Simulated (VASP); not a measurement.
Set up this calculation in VASP 6.6.1, as the native input.

| Quantity | Value |
| --- | --- |
| Task | single point |
| Functional | PBEsol |
| Potentials or basis | VASP PAW PBE potentials, release 64 (Ti_sv, H) |
| Cutoff | 520 eV |
| k mesh | 4 × 3 × 5 |
| Occupations | gaussian, width 0.1 eV |
| Spin | no spin polarisation |
| Dipole correction | no |
| Further INCAR settings | ALGO = Normal; EDIFF = 1e-07; NBANDS = 84 |

The structure of Ti12H (a cell with a defect) lies in POSCAR:

```
Ti12H
1.0
    5.9000000000      0.0000000000      0.0000000000
   -4.4250000000      7.6643250000      0.0000000000
    0.0000000000      0.0000000000      4.6846000000
Ti H
12 1
Direct
    0.0005749935      0.0006932117      0.0025327669
    0.1644900109      0.2201430654      0.5007804295
    0.0031229609      0.3308570553      0.0009898390
    0.1756154907      0.5586992984      0.5001400333
    0.0027268593      0.6704636090     -0.0004894762
    0.1683166021      0.8903231531      0.4998516415
    0.4981419772     -0.0013356688      0.0011463092
    0.6634125970      0.2182129542      0.5009682790
    0.4915823086      0.3304921177      0.0006143534
    0.6630391764      0.5581869245      0.5006329249
    0.5019235007      0.6689221817      0.0006969645
    0.6657086676      0.8882655681      0.4988199633
    0.8326382598      0.4446525950      0.6266601204
```

The input as run:

INCAR

```
SYSTEM = Ti12H
  ALGO = Normal
  EDIFF = 1E-7
  ENCUT = 520
  GGA = PS
  ISIF = 2
  ISMEAR = 0
  LASPH = .True.
  LCHARG = .True.
  LELF = .True.
  LREAL = .False.
  LVHAR = .True.
  LWAVE = .False.
  NBANDS = 84
  NELM = 60
  PREC = Accurate
  SIGMA = 0.1
```

KPOINTS

```
k-points
0
Gamma
  4 3 5
  0 0 0
```

Potentials or basis: VASP PAW PBE potentials, release 64 (Ti_sv, H).

Run with:

```console
$ cat potpaw_PBE.64/Ti_sv/POTCAR potpaw_PBE.64/H/POTCAR > POTCAR
$ mpirun -np 1 vasp_std > vasp.out
```

It gave:

```
Pressure      : -4.5 GPa
Largest force : 0.859 eV/Å
```

Caveat: the PAW data sets were made with another functional, which shifts forces and pressure a little.

It took 17 min on 1 thread of Intel(R) Xeon(R) Platinum 8259CL CPU @ 2.50GHz (Skylake/Cascade Lake), on a shared host, peak memory 0.57 GiB.
